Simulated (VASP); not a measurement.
# SbMo (F-43m) in VASP: a series of runs

The runs below take SbMo through single point, with PBE, r2SCAN.

Everything below comes from runs of VASP 6.6.1. Logs are shortened: lines on timing, memory, paths and dates and some standing lists are left out, and cuts for length are marked.

## Step 1: The cell of the first run

It takes space group F-43m (No. 216, cubic). The conventional cell has a = 6.323 Å, b = 6.323 Å, c = 6.323 Å, α = 90.00°, β = 90.00°, γ = 90.00°. Within 3.6 Å of Mo (site symmetry -43m) lie 4 Sb at 2.74 Å. Sb (site symmetry -43m) has 4 Mo at 2.74 Å within 3.6 Å.

## Step 2: Single point, PBE (volume scaled by 1.100)

INCAR reads:

```
PREC = Accurate
ENCUT = 520
EDIFF = 1E-6
ISMEAR = 0
SIGMA = 0.05
LREAL = F
LASPH = T
NELM = 60
ALGO = Normal
ISIF = 2
LWAVE = F
LCHARG = F
GGA = PE
NBANDS = 16
```

KPOINTS reads:

```
Automatic mesh
0
Gamma
  10 10 10
```

POSCAR reads:

```
SbMo
1.0
    0.0000000000      3.1614880500      3.1614880500
    3.1614880500      0.0000000000      3.1614880500
    3.1614880500      3.1614880500      0.0000000000
Mo Sb
1 1
Direct
    0.0000000000      0.0000000000      0.0000000000
    0.2500000000      0.2500000000      0.2500000000
```

Potentials or basis: VASP PAW PBE potentials, release 64 (Mo_sv, Sb).

The run is started by

```
cat potpaw_PBE.64/Mo_sv/POTCAR potpaw_PBE.64/Sb/POTCAR > POTCAR
mpirun -np 1 vasp_std > vasp.out
```

OUTCAR:

```text
PREC = Accurate
   ENCUT = 520
   EDIFF = 1E-6
   ISMEAR = 0
   LREAL = F
   LASPH = T
   NELM = 60
   ISIF = 2
   GGA = PE

 ion  position               nearest neighbor table
   1  0.000  0.000  0.000-   2 2.74   2 2.74   2 2.74   2 2.74
   2  0.250  0.250  0.250-   1 2.74   1 2.74   1 2.74   1 2.74

  LATTYP: Found a face centered cubic cell.
 ALAT       =     6.3229761000

  Lattice vectors:

 A1 = (   0.0000000000,   3.1614880500,   3.1614880500)
 A2 = (   3.1614880500,   0.0000000000,   3.1614880500)
 A3 = (   3.1614880500,   3.1614880500,   0.0000000000)

Analysis of symmetry for initial positions (statically):
=====================================================================
 Subroutine PRICEL returns:
 Original cell was already a primitive cell.

 Routine SETGRP: Setting up the symmetry group for a
 face centered cubic supercell.

 Subroutine GETGRP returns: Found 24 space group operations
 (whereof 24 operations were pure point group operations)
 out of a pool of 48 trial point group operations.

The static configuration has the point symmetry T_d .

Analysis of symmetry for dynamics (positions and initial velocities):
=====================================================================
 Subroutine PRICEL returns:
 Original cell was already a primitive cell.

 Routine SETGRP: Setting up the symmetry group for a
 face centered cubic supercell.

 Subroutine GETGRP returns: Found 24 space group operations
 (whereof 24 operations were pure point group operations)
 out of a pool of 48 trial point group operations.

The dynamic configuration has the point symmetry T_d .

 Subroutine INISYM returns: Found 24 space group operations
 (whereof 24 operations are pure point group operations),
 and found     1 'primitive' translations

----------------------------------------------------------------------------------------

                                     Primitive cell

  volume of cell :      63.1982

  direct lattice vectors                    reciprocal lattice vectors
     0.000000000  3.161488050  3.161488050    -0.158153373  0.158153373  0.158153373
     3.161488050  0.000000000  3.161488050     0.158153373 -0.158153373  0.158153373
     3.161488050  3.161488050  0.000000000     0.158153373  0.158153373 -0.158153373

  length of vectors
     4.471019278  4.471019278  4.471019278     0.273929678  0.273929678  0.273929678

  position of ions in fractional coordinates (direct lattice)
     0.000000000  0.000000000  0.000000000
     0.250000000  0.250000000  0.250000000

  ion indices of the primitive-cell ions
   primitive index   ion index
                 1           1
                 2           2

----------------------------------------------------------------------------------------

 KPOINTS: Automatic mesh

Automatic generation of k-mesh.
 Grid dimensions read from file:
 generate k-points for:   10   10   10

 Generating k-lattice:

  Cartesian coordinates                     Fractional coordinates (reciprocal lattice)
    -0.015815337  0.015815337  0.015815337     0.100000000  0.000000000  0.000000000
     0.015815337 -0.015815337  0.015815337     0.000000000  0.100000000  0.000000000
     0.015815337  0.015815337 -0.015815337     0.000000000  0.000000000  0.100000000

  Length of vectors
     0.027392968  0.027392968  0.027392968

  Shift w.r.t. Gamma in fractional coordinates (k-lattice)
     0.000000000  0.000000000  0.000000000

 Subroutine IBZKPT returns following result:
 ===========================================

 Found     47 irreducible k-points:

 Following reciprocal coordinates:
            Coordinates               Weight
  0.000000  0.000000  0.000000      1.000000
  0.100000  0.000000  0.000000      8.000000
  0.200000  0.000000  0.000000      8.000000
  0.300000  0.000000  0.000000      8.000000
  0.400000  0.000000  0.000000      8.000000
  0.500000  0.000000  0.000000      4.000000
[... 16 lines left out ...]
  0.300000  0.300000  0.000000      6.000000
  0.400000  0.300000  0.000000     24.000000
 [... further k-points ...]
   k-points           NKPTS =     47   k-points in BZ     NKDIM =     47   number of bands    NBANDS=     16
   number of dos      NEDOS =    301   number of ions     NIONS =      2
   total plane-waves  NPLWV =  46656
   dimension x,y,z NGX =    36 NGY =   36 NGZ =   36
   dimension x,y,z NGXF=    72 NGYF=   72 NGZF=   72
   ions per type =               1   1
   NGX,Y,Z   is equivalent  to a cutoff of  13.39, 13.39, 13.39 a.u.
   NGXF,Y,Z  is equivalent  to a cutoff of  26.77, 26.77, 26.77 a.u.
 SYSTEM =  unknown system
   PREC   = accura    normal or accurate (medium, high low for compatibility)
   ISTART =      0    job   : 0-new  1-cont  2-samecut
   ICHARG =      2    charge: 1-file 2-atom 10-const
   ISPIN  =      1    spin polarized calculation?
   LNONCOLLINEAR =      F non collinear calculations
   LSORBIT =      F    spin-orbit coupling
   LASPH  =      T    aspherical Exc in radial PAW
   ENCUT  =  520.0 eV  38.22 Ry    6.18 a.u.   8.31  8.31  8.31*2*pi/ulx,y,z
   NELM   =     60;   NELMIN=  2; NELMDL= -5     # of ELM steps
   EDIFF  = 0.1E-05   stopping-criterion for ELM
   LREAL  =      F    real-space projection
   EDIFFG = 0.1E-04   stopping-criterion for IOM
   NSW    =      0    number of steps for IOM
   IBRION =     -1    ionic relax: 0-MD 1-quasi-New 2-CG
   NFREE  =      0    steps in history (QN), initial steepest desc. (CG)
   ISIF   =      2    stress and relaxation
   ISYM   =      2    0-nonsym 1-usesym 2-fastsym
   POTIM  = 0.5000    time-step for ionic-motion
   TEBEG  =    0.0;   TEEND  =   0.0 temperature during run
   PSTRESS=    0.0 pullay stress
   NELECT =      19.0000    total number of electrons
   NUPDOWN=      -1.0000    fix difference up-down
   EMIN   =  10.00;   EMAX   =-10.00  energy-range for DOS
   EFERMI =   0.00;   METHOD = LEGACY
   ISMEAR =     0;   SIGMA  =   0.05  broadening in eV -4-tet -1-fermi 0-gaus
   EFERMI_NEDOS =   21; number of points for ismear=-14 and -15
   IALGO  =     38    algorithm
   IMIX   =      4    mixing-type and parameters
     AMIX     =   0.40;   BMIX     =  1.00
     AMIX_MAG =   1.60;   BMIX_MAG =  1.00
  volume/ion in A,a.u.               =      31.60       213.24
  Fermi-wavevector in a.u.,A,eV,Ry     =   1.096708  2.072478 16.364669  1.202769
  Thomas-Fermi vector in A             =   2.233055
   LORBIT       =      0    0 simple, 1 ext, 2 COOP (PROOUT), +10 PAW based schemes
   GGA     = PE    functional components
   LHFCALC =     F    Hartree Fock is set to
   AEXX    =    0.0000 exact exchange contribution
   IVDW    =     0    specifies the selected vdW correction
   LEPSILON=     F    determine dielectric tensor
   LRPA    =     F    only Hartree local field effects (RPA)
 non-spin polarized calculation
 Gauss-broadening in eV      SIGMA  =   0.05
  energy-cutoff  :      520.00
  volume of cell :       63.20
 maximum number of plane-waves:      1724
 NGX is ok and might be reduce to    36
   NGX = 17   NGY = 17   NGZ = 17

 number of electron      19.0000000 magnetization

 Free energy of the ion-electron system (eV)
  ---------------------------------------------------
  ext. energy  EPLUGINS =         0.00000000
  ---------------------------------------------------
  free energy    TOTEN  =       -12.41447901 eV

  energy without entropy =      -12.40150400  energy(sigma->0) =      -12.40799151

 E-fermi :   4.9271     XC(G=0):  -9.2374

 val. band max:        4.9215062895   @ k =  -0.3000   0.2000   0.0000
 cond. band min:       4.9273098894   @ k =  -0.3000   0.1000   0.0000
 fundamental gap:      0.0058035999
 Fermi energy:         4.9270551680

 k-point     1 :       0.0000    0.0000    0.0000
  band No.  band energies     occupation
      1     -55.7556      2.00000
      2     -29.8560      2.00000
      3     -29.8560      2.00000
      4     -29.8560      2.00000
      5      -4.7342      2.00000
      6       2.5323      2.00000
[... 8 lines left out ...]
     15      11.4864      0.00000
     16      11.4864      0.00000

 k-point     2 :       0.1000    0.0000    0.0000
  band No.  band energies     occupation
      1     -55.7555      2.00000
      2     -29.8574      2.00000
      3     -29.8562      2.00000
      4     -29.8562      2.00000
      5      -4.6649      2.00000
      6       2.4161      2.00000
[... 8 lines left out ...]
     15      11.5651      0.00000
     16      11.6974      0.00000

 k-point     3 :       0.2000    0.0000    0.0000
  band No.  band energies     occupation
      1     -55.7554      2.00000
      2     -29.8609      2.00000
      3     -29.8568      2.00000
      4     -29.8568      2.00000
      5      -4.4750      2.00000
      6       2.1476      2.00000
[... 8 lines left out ...]
     15      11.7285      0.00000
     16      12.1239      0.00000

 k-point     4 :       0.3000    0.0000    0.0000
  band No.  band energies     occupation
      1     -55.7552      2.00000
      2     -29.8653      2.00000
      3     -29.8575      2.00000
      4     -29.8575      2.00000
      5      -4.2200      2.00000
      6       1.8707      2.00000
[... 8 lines left out ...]
     15      12.2461      0.00000
     16      12.4710      0.00000
[... 324 lines left out ...]
 k-point    22 :      -0.2000    0.2000    0.0000
  band No.  band energies     occupation
      1     -55.7551      2.00000
      2     -29.8650      2.00000
      3     -29.8597      2.00000
      4     -29.8575      2.00000
      5      -4.1324      2.00000
      6       1.9262      2.00000
[... 8 lines left out ...]
     15      11.4559      0.00000
     16      12.5813      0.00000

 k-point    23 :       0.3000    0.3000    0.0000
  band No.  band energies     occupation
      1     -55.7550      2.00000
      2     -29.8654      2.00000
      3     -29.8595      2.00000
      4     -29.8595      2.00000
      5      -4.0434      2.00000
      6       1.6375      2.00000
[... 8 lines left out ...]
     15      11.0943      0.00000
     16      14.2051      0.00000

 k-point    24 :       0.4000    0.3000    0.0000
  band No.  band energies     occupation
      1     -55.7549      2.00000
      2     -29.8676      2.00000
      3     -29.8604      2.00000
      4     -29.8601      2.00000
      5      -3.8623      2.00000
      6       1.5410      2.00000
[... 8 lines left out ...]
     15      11.2164      0.00000
     16      13.9346      0.00000

 [... further k-points ...]

------------------------ aborting loop because EDIFF is reached ----------------------------------------

  FORCE on cell =-STRESS in cart. coord.  units (eV):
  Direction    XX          YY          ZZ          XY          YZ          ZX
  --------------------------------------------------------------------------------------
  -------------------------------------------------------------------------------------
  Total       -2.3928954     -2.3928954     -2.3928954      0.0000000      0.0000000     -0.0000000
  in kB      -60.6638073    -60.6638073    -60.6638073      0.0000000      0.0000000     -0.0000000
  external PRESSURE =     -60.6638073 kB  Pullay stress =       0.0000000 kB

 VOLUME and BASIS-vectors are now :
 -----------------------------------------------------------------------------
  energy-cutoff  :      520.00
  volume of cell :       63.20
      direct lattice vectors                 reciprocal lattice vectors
     0.000000000  3.161488050  3.161488050    -0.158153373  0.158153373  0.158153373
     3.161488050  0.000000000  3.161488050     0.158153373 -0.158153373  0.158153373
     3.161488050  3.161488050  0.000000000     0.158153373  0.158153373 -0.158153373

 POSITION                                       TOTAL-FORCE (eV/Angst)
 -----------------------------------------------------------------------------------
      0.00000      0.00000      0.00000        -0.000000     -0.000000     -0.000000
      1.58074      1.58074      1.58074         0.000000      0.000000      0.000000
 -----------------------------------------------------------------------------------
    total drift:                               -0.000000     -0.000000      0.000000

  FREE ENERGIE OF THE ION-ELECTRON SYSTEM (eV)
  ---------------------------------------------------
  free  energy   TOTEN  =       -12.4144790112 eV

  energy  without entropy=      -12.4015039994  energy(sigma->0) =      -12.40799151
```

Wall time 90 s (1 thread of Intel Xeon Platinum 8259CL at 2.50GHz (Skylake/Cascade Lake), shared host); peak memory 0.22 GiB.

Results:

- Free energy: -12.4145 eV
- Pressure: -6.1 GPa

Caveat: spin-orbit coupling is left out, which moves the levels of the heavy elements.

[end of part 1 of 2]
